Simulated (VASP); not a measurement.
# AlCu5 (P-62m) in VASP: single point with PBE

Aim: the single point of AlCu5 with PBE.

Everything below comes from runs of VASP 6.6.1. Logs are shortened: lines on timing, memory, paths and dates and some standing lists are left out, and cuts for length are marked.

### 1 The cell of the first run

Symmetry: P-62m, No. 189, hexagonal system. The conventional cell has a = 4.490 Å, b = 4.490 Å, c = 4.234 Å, α = 90.00°, β = 90.00°, γ = 120.00°. Al (site symmetry -62m) has 12 Cu at 2.59 Å within 3.4 Å. Within 3.4 Å of Cu (site symmetry m2m) lie 10 Cu at 2.59 to 2.60 Å and 2 Al at 2.59 Å. Cu (site symmetry -6) has 9 Cu at 2.59 Å and 3 Al at 2.59 Å within 3.4 Å.

### 2 Single point, PBE

The input, INCAR:

```
ALGO = Normal ; EDIFF = 1E-7
ENCUT = 520 ; GGA = PE
ISIF = 2 ; ISMEAR = 0
LASPH = True ; LCHARG = False
LREAL = False ; LWAVE = False
NBANDS = 38 ; NELM = 60
PREC = Accurate ; SIGMA = 0.1
```

The input, KPOINTS:

```
k-points
0
Gamma
  6 6 4
```

The input, POSCAR:

```
AlCu5
1.0
    4.4897392000      0.0000000000      0.0000000000
   -2.2448696000      3.8882282000      0.0000000000
    0.0000000000      0.0000000000      4.2340630000
Al Cu
1 5
Direct
    0.0000000000      0.0000000000      0.5000000000
    0.6658680000      0.0000000000      0.0000000000
    0.0000000000      0.6658680000      0.0000000000
    0.3341320000      0.3341320000      0.0000000000
    0.3333333000      0.6666667000      0.5000000000
    0.6666667000      0.3333333000      0.5000000000
```

Potentials or basis: VASP PAW PBE potentials, release 64 (Al, Cu).

On the command line:

```bash
$ cat potpaw_PBE.64/Al/POTCAR potpaw_PBE.64/Cu/POTCAR > POTCAR
$ mpirun -np 1 vasp_std > vasp.out
```

OUTCAR:

```text
EDIFF = 1E-7
   ENCUT = 520
   GGA = PE
   ISIF = 2
   ISMEAR = 0
   LASPH = True
   LREAL = False
   NELM = 60
   PREC = Accurate

 ion  position               nearest neighbor table
   1  0.000  0.000  0.500-   5 2.59   6 2.59   5 2.59   6 2.59   6 2.59   5 2.59   3 2.59   4 2.59
                             3 2.59   4 2.59   2 2.59   2 2.59
   2  0.666  0.000  0.000-   3 2.59   4 2.59   4 2.59   3 2.59   6 2.59   6 2.59   5 2.59   5 2.59
                             1 2.59   1 2.59   4 2.60   3 2.60
   3  0.000  0.666  0.000-   2 2.59   2 2.59   4 2.59   4 2.59   5 2.59   5 2.59   6 2.59   6 2.59
                             1 2.59   1 2.59   4 2.60   2 2.60
   4  0.334  0.334  0.000-   2 2.59   2 2.59   3 2.59   3 2.59   5 2.59   5 2.59   6 2.59   6 2.59
                             1 2.59   1 2.59   3 2.60   2 2.60
   5  0.333  0.667  0.500-   3 2.59   3 2.59   2 2.59   2 2.59   4 2.59   4 2.59   6 2.59   1 2.59
                             6 2.59   1 2.59   1 2.59   6 2.59
   6  0.667  0.333  0.500-   2 2.59   2 2.59   3 2.59   3 2.59   4 2.59   4 2.59   5 2.59   1 2.59
                             5 2.59   1 2.59   1 2.59   5 2.59

  LATTYP: Found a hexagonal cell.
 ALAT       =     4.4897392000
 C/A-ratio  =     0.9430532179

  Lattice vectors:

 A1 = (   4.4897392000,   0.0000000000,   0.0000000000)
 A2 = (  -2.2448696000,   3.8882282000,   0.0000000000)
 A3 = (   0.0000000000,   0.0000000000,   4.2340630000)

Analysis of symmetry for initial positions (statically):
=====================================================================
 Subroutine PRICEL returns:
 Original cell was already a primitive cell.

 Routine SETGRP: Setting up the symmetry group for a
 hexagonal supercell.

 Subroutine GETGRP returns: Found 12 space group operations
 (whereof 12 operations were pure point group operations)
 out of a pool of 24 trial point group operations.

The static configuration has the point symmetry D_3h.

Analysis of symmetry for dynamics (positions and initial velocities):
=====================================================================
 Subroutine PRICEL returns:
 Original cell was already a primitive cell.

 Routine SETGRP: Setting up the symmetry group for a
 hexagonal supercell.

 Subroutine GETGRP returns: Found 12 space group operations
 (whereof 12 operations were pure point group operations)
 out of a pool of 24 trial point group operations.

The dynamic configuration has the point symmetry D_3h.
[... 104 lines left out ...]
   LREAL  =      F    real-space projection
   EDIFFG = 0.1E-05   stopping-criterion for IOM
   NSW    =      0    number of steps for IOM
   IBRION =     -1    ionic relax: 0-MD 1-quasi-New 2-CG
   NFREE  =      0    steps in history (QN), initial steepest desc. (CG)
   ISIF   =      2    stress and relaxation
   ISYM   =      2    0-nonsym 1-usesym 2-fastsym
   POTIM  = 0.5000    time-step for ionic-motion
   TEBEG  =    0.0;   TEEND  =   0.0 temperature during run
   PSTRESS=    0.0 pullay stress
   NELECT =      58.0000    total number of electrons
   NUPDOWN=      -1.0000    fix difference up-down
   EMIN   =  10.00;   EMAX   =-10.00  energy-range for DOS
   EFERMI =   0.00;   METHOD = LEGACY
   ISMEAR =     0;   SIGMA  =   0.10  broadening in eV -4-tet -1-fermi 0-gaus
   EFERMI_NEDOS =   21; number of points for ismear=-14 and -15
   IALGO  =     38    algorithm
   IMIX   =      4    mixing-type and parameters
     AMIX     =   0.40;   BMIX     =  1.00
     AMIX_MAG =   1.60;   BMIX_MAG =  1.00
  volume/ion in A,a.u.               =      12.32        83.13
  Fermi-wavevector in a.u.,A,eV,Ry     =   1.509990  2.853468 31.022238  2.280070
  Thomas-Fermi vector in A             =   2.620239
   LORBIT       =      0    0 simple, 1 ext, 2 COOP (PROOUT), +10 PAW based schemes
   GGA     = PE    functional components
   LHFCALC =     F    Hartree Fock is set to
   AEXX    =    0.0000 exact exchange contribution
   IVDW    =     0    specifies the selected vdW correction
   LEPSILON=     F    determine dielectric tensor
   LRPA    =     F    only Hartree local field effects (RPA)
 non-spin polarized calculation
 Gauss-broadening in eV      SIGMA  =   0.10
  energy-cutoff  :      520.00
  volume of cell :       73.91
 maximum number of plane-waves:      2020
 NGX is ok and might be reduce to    36
   NGX = 17   NGY = 17   NGZ = 15

 number of electron      58.0000060 magnetization

 Free energy of the ion-electron system (eV)
  ---------------------------------------------------
  ext. energy  EPLUGINS =         0.00000000
  ---------------------------------------------------
  free energy    TOTEN  =       -23.15966533 eV

  energy without entropy =      -23.14694750  energy(sigma->0) =      -23.15330641

 E-fermi :   8.1097     XC(G=0): -12.2994

 val. band max:        7.9972093620   @ k =   0.1667   0.1667   0.0000
 cond. band min:       8.1304935468   @ k =   0.3333   0.3333   0.2500
 fundamental gap:      0.1332841848
 Fermi energy:         8.1096807613

 k-point     1 :       0.0000    0.0000    0.0000
  band No.  band energies     occupation
      1      -2.0702      2.00000
      2       2.7460      2.00000
      3       3.3916      2.00000
      4       3.3916      2.00000
      5       3.7856      2.00000
      6       3.7856      2.00000
[... 850 lines left out ...]
     37      15.9861      0.00000
     38      19.5976      0.00000

------------------------ aborting loop because EDIFF is reached ----------------------------------------

  FORCE on cell =-STRESS in cart. coord.  units (eV):
  Direction    XX          YY          ZZ          XY          YZ          ZX
  --------------------------------------------------------------------------------------
  -------------------------------------------------------------------------------------
  Total       -0.0226607     -0.0226607      0.1773474      0.0000000      0.0000000      0.0000000
  in kB       -0.4911953     -0.4911953      3.8441942      0.0000000      0.0000000      0.0000000
  external PRESSURE =       0.9539345 kB  Pullay stress =       0.0000000 kB

 VOLUME and BASIS-vectors are now :
 -----------------------------------------------------------------------------
  energy-cutoff  :      520.00
  volume of cell :       73.91
      direct lattice vectors                 reciprocal lattice vectors
     4.489739200  0.000000000  0.000000000     0.222730086  0.128593275  0.000000000
    -2.244869600  3.888228200  0.000000000     0.000000000  0.257186551  0.000000000
     0.000000000  0.000000000  4.234063000     0.000000000  0.000000000  0.236179764

 POSITION                                       TOTAL-FORCE (eV/Angst)
 -----------------------------------------------------------------------------------
      0.00000      0.00000      2.11703        -0.000000     -0.000000     -0.000000
      2.98957      0.00000      0.00000         0.025412     -0.000000      0.000000
     -1.49479      2.58905      0.00000        -0.012706      0.022008      0.000000
      0.75008      1.29918      0.00000        -0.012706     -0.022008     -0.000000
     -0.00000      2.59215      2.11703        -0.000000     -0.000000     -0.000000
      2.24487      1.29608      2.11703        -0.000000     -0.000000     -0.000000
 -----------------------------------------------------------------------------------
    total drift:                               -0.000000     -0.000001     -0.000000

  FREE ENERGIE OF THE ION-ELECTRON SYSTEM (eV)
  ---------------------------------------------------
  free  energy   TOTEN  =       -23.1596653254 eV

  energy  without entropy=      -23.1469474957  energy(sigma->0) =      -23.15330641
```

Run time: 53 s. Hardware: 1 thread of Intel Xeon Platinum 8488C (Sapphire Rapids), shared host; peak memory 0.21 GiB.

Results:

| Item | Value |
| --- | --- |
| Free energy | -23.1597 eV |
| Pressure | 0.1 GPa |
| Largest force | 0.025 eV/Å |
| Band gap on the k mesh | zero (band 29 reaches 10.55 eV, above the bottom of band 30 at 6.25 eV) |

Forces in eV/Å, atoms in the order of the input:
```
Al   0.000  0.000  0.000
Cu   0.025  0.000  0.000
Cu  -0.013  0.022  0.000
Cu  -0.013 -0.022  0.000
Cu   0.000  0.000  0.000
Cu   0.000  0.000  0.000
```

Levels at points of the mesh, in eV from the Fermi level:
```
           k point  band 27  band 28  band 29  band 30  band 31  band 32
(0.00, 0.00, 0.00)    -2.08     1.29     1.40     1.40     1.66     1.66
(0.50, 0.00, 0.00)    -1.99    -1.25     0.15     1.92     2.03     2.55
(0.00, 0.00, 0.50)    -2.22     1.77     1.77     2.73     3.17     3.17
(0.50, 0.00, 0.50)    -1.98    -1.94    -1.92    -1.11    -0.25     2.70
```

Caveat: the k points lie up to 0.37 Å⁻¹ apart.
